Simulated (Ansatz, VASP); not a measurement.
**Be in VASP and in Ansatz**

```
Be
1.0
     2.26241    0.00000    0.00000
    -1.13120    1.95930    0.00000
     0.00000    0.00000    3.56603
Be
2
Direct
  0.33333 0.66667 0.25000
  0.66667 0.33333 0.75000
```

Alike in both runs: functional PBE; k mesh 19 × 19 × 11; occupations fermi-dirac, width 0.08 eV; no spin polarisation.

Ansatz relaxed the structure, and its values are those at the end. VASP's run is a single point on that final structure, the one shown.

```csv
,VASP,Ansatz
version,VASP 6.6.1,Ansatz 0.2.0
potentials or method,"VASP PAW PBE potentials, release 64 (Be)","PAW with Ansatz's default frozen-core files, scalar-relativistic"
plane-wave cutoff (eV),520,420
valence electrons in the cell,4,4
```

```tsv
	VASP	Ansatz	Ansatz less VASP
pressure (GPa)	0.2	0.0	-0.16
```
